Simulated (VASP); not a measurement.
# Ti (Fm-3m) in VASP: a series of runs, part 2 of 2

VASP 6.6.1. The steps go on from the part before.

### 3 Single point, PBE

File INCAR:

```
ALGO = Normal
EDIFF = 1E-6
ENCUT = 520
GGA = PE
ISIF = 2
ISMEAR = 0
ISYM = 0
LASPH = T
LCHARG = F
LREAL = F
LWAVE = F
NBANDS = 12
NELM = 60
PREC = Accurate
SIGMA = 0.1
```

File KPOINTS:

```
Automatic mesh
0
Gamma
  2 2 2
  0.5 0.5 0
```

File POSCAR:

```
Ti
1.0
    0.0000000000      2.0300000000      2.0300000000
    2.0300000000      0.0000000000      2.0300000000
    2.0300000000      2.0300000000      0.0000000000
Ti
1
Direct
    0.0000000000      0.0000000000      0.0000000000
```

Potentials or basis: VASP PAW PBE potentials, release 64 (Ti_sv).

Launch:

```console
$ cat potpaw_PBE.64/Ti_sv/POTCAR > POTCAR
$ mpirun -np 1 vasp_std > vasp.out
```

OUTCAR:

```text
EDIFF = 1E-6
   ENCUT = 520
   GGA = PE
   ISIF = 2
   ISMEAR = 0
   ISYM = 0
   LASPH = T
   LREAL = F
   NELM = 60
   PREC = Accurate

 ion  position               nearest neighbor table
   1  0.000  0.000  0.000-

IMPORTANT INFORMATION: All symmetrisations will be switched off!
NOSYMM: (Re-)initialisation of all symmetry stuff for point group C_1.

----------------------------------------------------------------------------------------

                                     Primitive cell

  volume of cell :      16.7309

  direct lattice vectors                    reciprocal lattice vectors
     0.000000000  2.030000000  2.030000000    -0.246305419  0.246305419  0.246305419
     2.030000000  0.000000000  2.030000000     0.246305419 -0.246305419  0.246305419
     2.030000000  2.030000000  0.000000000     0.246305419  0.246305419 -0.246305419

  length of vectors
     2.870853532  2.870853532  2.870853532     0.426613499  0.426613499  0.426613499

  position of ions in fractional coordinates (direct lattice)
     0.000000000  0.000000000  0.000000000

  ion indices of the primitive-cell ions
   primitive index   ion index
                 1           1

----------------------------------------------------------------------------------------

 KPOINTS: Automatic mesh

Automatic generation of k-mesh.
 Grid dimensions read from file:
 generate k-points for:    2    2    2

 Generating k-lattice:

  Cartesian coordinates                     Fractional coordinates (reciprocal lattice)
    -0.123152709  0.123152709  0.123152709     0.500000000  0.000000000  0.000000000
     0.123152709 -0.123152709  0.123152709     0.000000000  0.500000000  0.000000000
     0.123152709  0.123152709 -0.123152709     0.000000000  0.000000000  0.500000000

  Length of vectors
     0.213306750  0.213306750  0.213306750

  Shift w.r.t. Gamma in fractional coordinates (k-lattice)
     0.500000000  0.500000000  0.000000000
[... 63 lines left out ...]
   GGA     = PE    functional components
   LHFCALC =     F    Hartree Fock is set to
   AEXX    =    0.0000 exact exchange contribution
   IVDW    =     0    specifies the selected vdW correction
   LEPSILON=     F    determine dielectric tensor
   LRPA    =     F    only Hartree local field effects (RPA)
 non-spin polarized calculation
 Gauss-broadening in eV      SIGMA  =   0.10
  energy-cutoff  :      520.00
  volume of cell :       16.73
 maximum number of plane-waves:       456
 NGX is ok and might be reduce to    24
   NGX = 11   NGY = 11   NGZ = 11

 number of electron      12.0000002 magnetization

 Free energy of the ion-electron system (eV)
  ---------------------------------------------------
  ext. energy  EPLUGINS =         0.00000000
  ---------------------------------------------------
  free energy    TOTEN  =        -7.03084918 eV

  energy without entropy =       -6.98790385  energy(sigma->0) =       -7.00937651

 E-fermi :   8.3260     XC(G=0): -11.6724

 val. band max:        8.2976539269   @ k =  -0.2500   0.2500   0.0000
 cond. band min:       8.6028749895   @ k =  -0.2500   0.2500   0.0000
 fundamental gap:      0.3052210626
 Fermi energy:         8.3259698298

 k-point     1 :       0.2500    0.2500    0.0000
  band No.  band energies     occupation
      1     -47.9039      2.00000
      2     -24.1763      2.00000
      3     -23.9411      2.00000
      4     -23.9411      2.00000
      5       4.7833      2.00000
      6       8.0218      1.99998
      7       9.8693      0.00000
      8      10.7458      0.00000
      9      10.7458      0.00000
     10      11.8077      0.00000
     11      24.4775      0.00000
     12      25.0025      0.00000
[... 151 lines left out ...]
 k-point    12 :       0.2500    0.5000   -0.2500
  band No.  band energies     occupation
      1     -47.8090      2.00000
      2     -24.2945      2.00000
      3     -24.2945      2.00000
      4     -24.0838      2.00000
      5       7.0143      2.00000
      6       8.2544      1.68874
      7       8.2544      1.68872
      8      10.8667      0.00000
      9      12.6794      0.00000
     10      17.3608      0.00000
     11      17.3608      0.00000
     12      19.5584      0.00000

------------------------ aborting loop because EDIFF is reached ----------------------------------------

  FORCE on cell =-STRESS in cart. coord.  units (eV):
  Direction    XX          YY          ZZ          XY          YZ          ZX
  --------------------------------------------------------------------------------------
  -------------------------------------------------------------------------------------
  Total        2.3056530      2.3056462      2.3056120     -0.0000363      0.0000077     -0.0000250
  in kB      220.7935667    220.7929148    220.7896430     -0.0034779      0.0007353     -0.0023984
  external PRESSURE =     220.7920415 kB  Pullay stress =       0.0000000 kB

 VOLUME and BASIS-vectors are now :
 -----------------------------------------------------------------------------
  energy-cutoff  :      520.00
  volume of cell :       16.73
      direct lattice vectors                 reciprocal lattice vectors
     0.000000000  2.030000000  2.030000000    -0.246305419  0.246305419  0.246305419
     2.030000000  0.000000000  2.030000000     0.246305419 -0.246305419  0.246305419
     2.030000000  2.030000000  0.000000000     0.246305419  0.246305419 -0.246305419

 POSITION                                       TOTAL-FORCE (eV/Angst)
 -----------------------------------------------------------------------------------
      0.00000      0.00000      0.00000        -0.000001     -0.000008      0.000004
 -----------------------------------------------------------------------------------
    total drift:                               -0.000001     -0.000008      0.000004

  FREE ENERGIE OF THE ION-ELECTRON SYSTEM (eV)
  ---------------------------------------------------
  free  energy   TOTEN  =        -7.0308491811 eV

  energy  without entropy=       -6.9879038482  energy(sigma->0) =       -7.00937651
```

stdout:

```text
POSCAR found type information on POSCAR Ti
 POSCAR found :  1 types and       1 ions
 scaLAPACK will be used
 LDA part: xc-table for (Slater+PW92), standard interpolation
 POSCAR, INCAR and KPOINTS ok, starting setup
 FFT: planning ... GRIDC
 FFT: planning ... GRID_SOFT
 FFT: planning ... GRID
 WAVECAR not read
 entering main loop
```

It took 4.6 s on 1 thread of Intel Xeon 6975P-C, shared host; peak memory 0.13 GiB.

Results:

```yaml
Free_energy: -7.0308 eV
Pressure: 22.1 GPa
Band_gap_on_the_k_mesh: zero (band 6 reaches 8.30 eV, above the bottom of band 7 at 8.25 eV)
```

Caveat: the k points lie up to 1.34 Å⁻¹ apart.

### 4 Single point, PBE

This run uses another cell than the first one, of 18.40 Å³/atom, 1.100 times its volume.

File INCAR:

```
ALGO = Normal ; EDIFF = 1E-6
ENCUT = 520 ; GGA = PE
ISIF = 2 ; ISMEAR = -1
LASPH = T ; LCHARG = T
LELF = T ; LREAL = F
LVHAR = T ; LWAVE = F
NBANDS = 12 ; NELM = 60
PREC = Accurate ; SIGMA = 0.13605693122994
```

File KPOINTS:

```
k-points
0
Gamma
  4 4 4
```

File POSCAR:

```
Ti
1.0
    0.0000000000      2.0955286344      2.0955286344
    2.0955286344      0.0000000000      2.0955286344
    2.0955286344      2.0955286344      0.0000000000
Ti
1
Direct
    0.0000000000      0.0000000000      0.0000000000
```

Launch:

```console
$ cat potpaw_PBE.64/Ti_sv/POTCAR > POTCAR
$ mpirun -np 1 vasp_std > vasp.out
```

Run time: 5.1 s. Hardware: 1 thread of Intel Xeon 6975P-C, shared host; peak memory 0.13 GiB.

The run converged. Its results:

```yaml
Free_energy: -7.7943 eV
Pressure: -5.3 GPa
Band_gap_on_the_k_mesh: zero (band 6 reaches 8.52 eV, above the bottom of band 7 at 7.31 eV)
```

Levels at points of the mesh, in eV from the Fermi level:
```tsv
k point	band 3	band 4	band 5	band 6	band 7	band 8	band 9	band 10
(0.00, 0.00, 0.00)	-32.68	-32.68	-5.99	0.86	0.86	0.86	2.38	2.38
(0.50, 0.00, 0.00)	-32.75	-32.75	-2.46	0.47	0.76	0.76	3.36	3.36
(0.50, 0.50, 0.00)	-32.87	-32.87	-2.39	-1.55	2.57	3.36	3.62	3.62
```

Caveat: the k points lie up to 0.65 Å⁻¹ apart.

### 5 Single point, RPBE+D3(BJ)

File INCAR:

```
PREC     = Accurate       # precision mode
ENCUT    = 520            # plane-wave cutoff, eV
EDIFF    = 1E-6           # SCF threshold, eV
ISMEAR   = 0              # smearing method
SIGMA    = 0.017          # smearing width, eV
LREAL    = False          # projectors in reciprocal space
LASPH    = True           # aspherical terms in the spheres
NELM     = 100            # most SCF steps
ALGO     = Normal         # electronic algorithm
ISIF     = 2              # what is computed and relaxed
LWAVE    = False          # write WAVECAR
LCHARG   = False          # write CHGCAR
GGA      = RP             # functional
IVDW     = 12             # dispersion correction
NBANDS   = 12             # bands
```

File KPOINTS:

```
regular mesh
0
Gamma
  6 6 6
```

File POSCAR:

```
Ti
1.0
    0.0000000000      2.0300000000      2.0300000000
    2.0300000000      0.0000000000      2.0300000000
    2.0300000000      2.0300000000      0.0000000000
Ti
1
Direct
    0.0000000000      0.0000000000      0.0000000000
```

Launch:

```console
$ cat potpaw_PBE.64/Ti_sv/POTCAR > POTCAR
$ mpirun -np 1 vasp_std > vasp.out
```

Run time: 5.8 s. Hardware: 1 thread of Intel Xeon 6975P-C, shared host; peak memory 0.14 GiB.

It converged, with:

- Free energy: -11.0437 eV
- Pressure: -30.9 GPa
- Band gap on the k mesh: zero (band 6 reaches 9.63 eV, above the bottom of band 7 at 8.65 eV)
- Dispersion energy per atom: -3.696 eV

Levels at points of the mesh, in eV from the Fermi level:
```csv
k point,band 3,band 4,band 5,band 6,band 7,band 8,band 9,band 10
"(0.00, 0.00, 0.00)",-32.55,-32.55,-6.19,0.90,0.90,0.90,2.62,2.62
"(0.50, 0.00, 0.00)",-32.65,-32.65,-2.67,0.70,0.78,0.78,3.73,3.73
"(0.50, 0.50, 0.00)",-32.81,-32.81,-2.70,-1.81,3.00,3.74,4.01,4.01
```

Caveat: the k points lie up to 0.45 Å⁻¹ apart; the PAW data sets were made with another functional, which shifts forces and pressure a little; pairwise dispersion overbinds metals, which lowers pressure and volume.

### 6 Overview

| level | U | cell | k mesh | smearing | gap on the mesh (eV) | pressure (GPa) |
| --- | --- | --- | --- | --- | --- | --- |
| PBE+U | Ti d U = 1.4 eV | a = 2.871 Å, angles 60.0°, 1 atom | 6 × 6 × 6 | gaussian 0.1 eV | none | 8.5 |
| PBE | - | a = 2.871 Å, angles 60.0°, 1 atom | 2 × 2 × 2, shifted | gaussian 0.1 eV | none | 22.1 |
| PBE | - | a = 2.964 Å, angles 60.0°, 1 atom | 4 × 4 × 4 | fermi-dirac 0.136057 eV | none | -5.3 |
| RPBE+D3(BJ) | - | a = 2.871 Å, angles 60.0°, 1 atom | 6 × 6 × 6 | gaussian 0.017 eV | none | -30.9 |

Alike in all rows: task single point; potentials or basis VASP PAW PBE potentials, release 64 (Ti_sv); no spin polarisation; cutoff (eV) 520.

Caveats: all runs use coarse meshes; U without spin polarisation on a metal has little footing (some runs); the U is typed as a test and isn't derived for this compound (some runs); the PAW data sets were made with another functional, which shifts forces and pressure a little (some runs); pairwise dispersion overbinds metals, which lowers pressure and volume (some runs).

Total energies depend on the potentials used, so only differences within one code and one set of settings carry meaning.
